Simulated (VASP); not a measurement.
Write the native input for VASP 6.6.1 that does the following.

```
Task                   : single point
Functional             : PBE
Potentials or basis    : VASP PAW PBE potentials, release 64 (Pb_d, S)
Cutoff                 : 500 eV
k mesh                 : 6 × 6 × 4
Occupations            : gaussian, width 0.01 eV
Spin                   : non-collinear spin, zero start, spin-orbit coupling
Starting moments       : [[0.0, 0.0, 0.0], [0.0, 0.0, 0.0], [0.0, 0.0, 0.0], [0.0, 0.0, 0.0]] μB
Dipole correction      : no
Further INCAR settings : ALGO = Normal; EDIFF = 1e-06; NBANDS = 54
```

The structure of PbS lies in POSCAR:

```
PbS
1.0
    4.9970879552      0.0000000000      0.0000000000
   -2.4985439776      4.3276051142      0.0000000000
    0.0000000000      0.0000000000      5.9970707136
Pb S
2 2
Direct
    0.3333333333      0.6666666667      0.2500000000
    0.6666666667      0.3333333333      0.7500000000
    0.6666666667      0.3333333333      0.2500000000
    0.3333333333      0.6666666667      0.7500000000
```

One way to write it, as run:

INCAR

```
ALGO     = Normal         # electronic algorithm
EDIFF    = 1E-6           # SCF threshold, eV
ENCUT    = 500            # plane-wave cutoff, eV
GGA      = PE             # functional
GGA_COMPAT= False        
ISIF     = 2              # what is computed and relaxed
ISMEAR   = 0              # smearing method
LASPH    = True           # aspherical terms in the spheres
LCHARG   = False          # write CHGCAR
LORBIT   = 11             # projections on sites
LORBMOM  = True         
LREAL    = False          # projectors in reciprocal space
LSORBIT  = True           # spin-orbit coupling
LWAVE    = False          # write WAVECAR
MAGMOM   = 0 0 0 0 0 0 0 0 0 0 0 0 # initial moments
NBANDS   = 54             # bands
NELM     = 200            # most SCF steps
PREC     = Accurate       # precision mode
SIGMA    = 0.01           # smearing width, eV
```

KPOINTS

```
k-points
0
Gamma
  6 6 4
```

Potentials or basis: VASP PAW PBE potentials, release 64 (Pb_d, S).

Launch:

```sh
$ cat potpaw_PBE.64/Pb_d/POTCAR potpaw_PBE.64/S/POTCAR > POTCAR
$ mpirun -np 1 vasp_ncl > vasp.out
```

It gave:

- Pressure: 0.6 GPa
- Net moment: 0.00 μB per cell
- Valence electrons inside the program's atomic spheres: Pb 11.85; S 3.68

Wall time 2.5 min on 1 thread of Intel(R) Xeon(R) 6975P-C (Granite Rapids), on a shared host, peak memory 0.57 GiB.
